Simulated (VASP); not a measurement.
# CdS (P6_3mc) in VASP: notebook

The runs below take CdS through single point, with r2SCAN.

All numbers are computed with VASP 6.6.1; they aren't measurements. Logs are shortened: lines on timing, memory, paths and dates and some standing lists are left out, and cuts for length are marked.

## Step 1: The cell of the first run

It takes space group P6_3mc (No. 186, hexagonal). The conventional cell has a = 4.365 Å, b = 4.365 Å, c = 6.056 Å, α = 90.00°, β = 90.00°, γ = 120.00°. Cd (site symmetry 3m) has 4 S at 2.33 to 2.61 Å within 3.1 Å. Within 3.1 Å of S (site symmetry 3m) lie 4 Cd at 2.33 to 2.61 Å.

## Step 2: Single point, r2SCAN

POSCAR

```
CdS
1.0
    4.3649718645      0.0000000000      0.0000000000
   -2.1824859322      3.7801765214      0.0000000000
    0.0000000000      0.0000000000      6.0559931969
Cd S
2 2
Direct
    0.3333333333      0.6666666667      0.0000000000
    0.6666666667      0.3333333333      0.5000000000
    0.3333333333      0.6666666667      0.3850000000
    0.6666666667      0.3333333333      0.8850000000
```

INCAR.step1

```
SYSTEM = CdS
PREC = Accurate ; ENCUT = 520
ISMEAR = 0 ; SIGMA = 0.05
LREAL = .False. ; LASPH = .True.
NELM = 80 ; NBANDS = 26
GGA = PE ; ALGO = Normal
EDIFF = 1E-4 ; LWAVE = .True.
LCHARG = .False.
```

INCAR.step2

```
SYSTEM = CdS
PREC = Accurate ; ENCUT = 520
EDIFF = 1E-7 ; ISMEAR = 0
SIGMA = 0.05 ; LREAL = .False.
LASPH = .True. ; NELM = 80
ALGO = Normal ; ISIF = 2
LWAVE = .False. ; LCHARG = .True.
METAGGA = R2SCAN ; LMIXTAU = .True.
LELF = .True. ; LVHAR = .True.
NBANDS = 26 ; ISTART = 1
```

KPOINTS

```
regular mesh
0
Gamma
  12 12 6
  0 0 0
```

Potentials or basis: VASP PAW PBE potentials, release 64 (Cd, S).

Started as:

```
cat potpaw_PBE.64/Cd/POTCAR potpaw_PBE.64/S/POTCAR > POTCAR
cp INCAR.step1 INCAR
mpirun -np 1 vasp_std > vasp.out
cp INCAR.step2 INCAR
mpirun -np 1 vasp_std > vasp.out
```

OUTCAR:

```text
SYSTEM = CdS
   PREC = Accurate
   ENCUT = 520
   EDIFF = 1E-7
   ISMEAR = 0
   LREAL = .False.
   LASPH = .True.
   NELM = 80
   ISIF = 2
   METAGGA = R2SCAN
   ISTART = 1

 ion  position               nearest neighbor table
   1  0.333  0.667  0.000-   3 2.33   4 2.61   4 2.61   4 2.61
   2  0.667  0.333  0.500-   4 2.33   3 2.61   3 2.61   3 2.61
   3  0.333  0.667  0.385-   1 2.33   2 2.61   2 2.61   2 2.61
   4  0.667  0.333  0.885-   2 2.33   1 2.61   1 2.61   1 2.61

  LATTYP: Found a hexagonal cell.
 ALAT       =     4.3649718645
 C/A-ratio  =     1.3874071552

  Lattice vectors:

 A1 = (   4.3649718645,   0.0000000000,   0.0000000000)
 A2 = (  -2.1824859322,   3.7801765214,   0.0000000000)
 A3 = (   0.0000000000,   0.0000000000,   6.0559931969)

Analysis of symmetry for initial positions (statically):
=====================================================================
 Subroutine PRICEL returns:
 Original cell was already a primitive cell.

 Routine SETGRP: Setting up the symmetry group for a
 hexagonal supercell.

 Subroutine GETGRP returns: Found 12 space group operations
 (whereof  6 operations were pure point group operations)
 out of a pool of 24 trial point group operations.

The static configuration has the point symmetry C_3v.
 The point group associated with its full space group is C_6v.

Analysis of symmetry for dynamics (positions and initial velocities):
=====================================================================
 Subroutine PRICEL returns:
 Original cell was already a primitive cell.

 Routine SETGRP: Setting up the symmetry group for a
 hexagonal supercell.

 Subroutine GETGRP returns: Found 12 space group operations
 (whereof  6 operations were pure point group operations)
 out of a pool of 24 trial point group operations.

The dynamic configuration has the point symmetry C_3v.
 The point group associated with its full space group is C_6v.

 Subroutine INISYM returns: Found 12 space group operations
 (whereof  6 operations are pure point group operations),
 and found     1 'primitive' translations

----------------------------------------------------------------------------------------

                                     Primitive cell

  volume of cell :      99.9261

  direct lattice vectors                    reciprocal lattice vectors
     4.364971865  0.000000000  0.000000000     0.229096551  0.132268955  0.000000000
    -2.182485932  3.780176521  0.000000000     0.000000000  0.264537911  0.000000000
[... 90 lines left out ...]
   LREAL  =      F    real-space projection
   EDIFFG = 0.1E-05   stopping-criterion for IOM
   NSW    =      0    number of steps for IOM
   IBRION =     -1    ionic relax: 0-MD 1-quasi-New 2-CG
   NFREE  =      0    steps in history (QN), initial steepest desc. (CG)
   ISIF   =      2    stress and relaxation
   ISYM   =      2    0-nonsym 1-usesym 2-fastsym
   POTIM  = 0.5000    time-step for ionic-motion
   TEBEG  =    0.0;   TEEND  =   0.0 temperature during run
   PSTRESS=    0.0 pullay stress
   NELECT =      36.0000    total number of electrons
   NUPDOWN=      -1.0000    fix difference up-down
   EMIN   =  10.00;   EMAX   =-10.00  energy-range for DOS
   EFERMI =   0.00;   METHOD = LEGACY
   ISMEAR =     0;   SIGMA  =   0.05  broadening in eV -4-tet -1-fermi 0-gaus
   EFERMI_NEDOS =   21; number of points for ismear=-14 and -15
   IALGO  =     38    algorithm
   IMIX   =      4    mixing-type and parameters
     AMIX     =   0.40;   BMIX     =  1.00
     AMIX_MAG =   1.60;   BMIX_MAG =  1.00
  volume/ion in A,a.u.               =      24.98       168.58
  Fermi-wavevector in a.u.,A,eV,Ry     =   1.164884  2.201312 18.462491  1.356955
  Thomas-Fermi vector in A             =   2.301417
   LORBIT       =      0    0 simple, 1 ext, 2 COOP (PROOUT), +10 PAW based schemes
   METAGGA = R2SCAN    functional components
   LHFCALC =     F    Hartree Fock is set to
   AEXX    =    0.0000 exact exchange contribution
   IVDW    =     0    specifies the selected vdW correction
   LEPSILON=     F    determine dielectric tensor
   LRPA    =     F    only Hartree local field effects (RPA)
 non-spin polarized calculation
 Gauss-broadening in eV      SIGMA  =   0.05
  energy-cutoff  :      520.00
  volume of cell :       99.93
 maximum number of plane-waves:      2714
   NGX = 17   NGY = 17   NGZ = 23

 number of electron      35.9999996 magnetization

 Free energy of the ion-electron system (eV)
  ---------------------------------------------------
  ext. energy  EPLUGINS =         0.00000000
  ---------------------------------------------------
  free energy    TOTEN  =       -58.87930796 eV

  energy without entropy =      -58.87930796  energy(sigma->0) =      -58.87930796

 E-fermi :   1.2794     XC(G=0):  -9.6743

 val. band max:        1.0259057535   @ k =   0.0000   0.0000   0.0000
 cond. band min:       2.6527975515   @ k =   0.0000   0.0000   0.0000
 fundamental gap:      1.6268917981
 Fermi energy:         1.2794096813

 k-point     1 :       0.0000    0.0000    0.0000
  band No.  band energies     occupation
      1     -11.8975      2.00000
      2     -11.3442      2.00000
      3      -7.0382      2.00000
      4      -6.9007      2.00000
      5      -6.9007      2.00000
      6      -6.7536      2.00000
[... 685 lines left out ...]
     25      10.2188      0.00000
     26      10.5243      0.00000

 [... further k-points ...]

------------------------ aborting loop because EDIFF is reached ----------------------------------------

  FORCE on cell =-STRESS in cart. coord.  units (eV):
  Direction    XX          YY          ZZ          XY          YZ          ZX
  --------------------------------------------------------------------------------------
  -------------------------------------------------------------------------------------
  Total       -1.7198374     -1.7198374      9.5161333     -0.0000000      0.0000000      0.0000000
  in kB      -27.5752257    -27.5752257    152.5780961     -0.0000000      0.0000000      0.0000000
  external PRESSURE =      32.4758816 kB  Pullay stress =       0.0000000 kB

 VOLUME and BASIS-vectors are now :
 -----------------------------------------------------------------------------
  energy-cutoff  :      520.00
  volume of cell :       99.93
      direct lattice vectors                 reciprocal lattice vectors
     4.364971865  0.000000000  0.000000000     0.229096551  0.132268955  0.000000000
    -2.182485932  3.780176521  0.000000000     0.000000000  0.264537911  0.000000000
     0.000000000  0.000000000  6.055993197     0.000000000  0.000000000  0.165125681

 POSITION                                       TOTAL-FORCE (eV/Angst)
 -----------------------------------------------------------------------------------
     -0.00000      2.52012      0.00000        -0.000000      0.000000     -1.600006
      2.18249      1.26006      3.02800         0.000000     -0.000000     -1.600006
     -0.00000      2.52012      2.33156         0.000000      0.000000      1.600006
      2.18249      1.26006      5.35955         0.000000      0.000000      1.600006
 -----------------------------------------------------------------------------------
    total drift:                               -0.000000      0.000000      0.001276

  FREE ENERGIE OF THE ION-ELECTRON SYSTEM (eV)
  ---------------------------------------------------
  free  energy   TOTEN  =       -58.8793079633 eV

  energy  without entropy=      -58.8793079633  energy(sigma->0) =      -58.87930796
```

OSZICAR.step1:

```text
N       E                     dE             d eps       ncg     rms          rms(c)
DAV:   1     0.248765889490E+03    0.24877E+03   -0.17564E+04  3952   0.127E+03
DAV:   2     0.963086968124E+00   -0.24780E+03   -0.23948E+03  4294   0.319E+02
DAV:   3    -0.128064615726E+02   -0.13770E+02   -0.13682E+02  4806   0.753E+01
DAV:   4    -0.129502627825E+02   -0.14380E+00   -0.14368E+00  4454   0.745E+00
DAV:   5    -0.129525218064E+02   -0.22590E-02   -0.22589E-02  4770   0.937E-01    0.123E+01
DAV:   6    -0.118000998586E+02    0.11524E+01   -0.19703E+00  5202   0.149E+01    0.949E+00
DAV:   7    -0.117790445879E+02    0.21055E-01   -0.85813E-01  4146   0.495E+00    0.415E+00
DAV:   8    -0.117744410514E+02    0.46035E-02   -0.10506E-01  4208   0.324E+00    0.600E-01
DAV:   9    -0.117729207571E+02    0.15203E-02   -0.17244E-02  4326   0.166E+00    0.161E-01
DAV:  10    -0.117730790323E+02   -0.15828E-03   -0.13425E-03  4202   0.372E-01    0.112E-01
DAV:  11    -0.117732085272E+02   -0.12949E-03   -0.24714E-04  4132   0.108E-01    0.661E-02
DAV:  12    -0.117732531637E+02   -0.44637E-04   -0.10080E-04  2970   0.604E-02
   1 F= -.11773253E+02 E0= -.11773253E+02  d E =-.124895E-14
```

It took 15 min on 1 thread of Intel Xeon 8259CL, shared host; peak memory 0.34 GiB.

What came out:

```yaml
Free_energy: -58.8793 eV
Pressure: 3.2 GPa
Largest_force: 1.600 eV/Å
Band_gap_on_the_k_mesh: 1.63 eV
```

Forces in eV/Å, atoms in the order of the input:
```
Cd   0.000  0.000 -1.600
Cd   0.000  0.000 -1.600
S    0.000  0.000  1.600
S    0.000  0.000  1.600
```

Stress tensor (GPa, compression positive):
```
-2.76  0.00  0.00
 0.00 -2.76  0.00
 0.00  0.00 15.26
```

Caveat: the stress differs along the axes, from -3 to 15 GPa; the PAW data sets were made with another functional, which shifts forces and pressure a little.

[end of part 1 of 2]
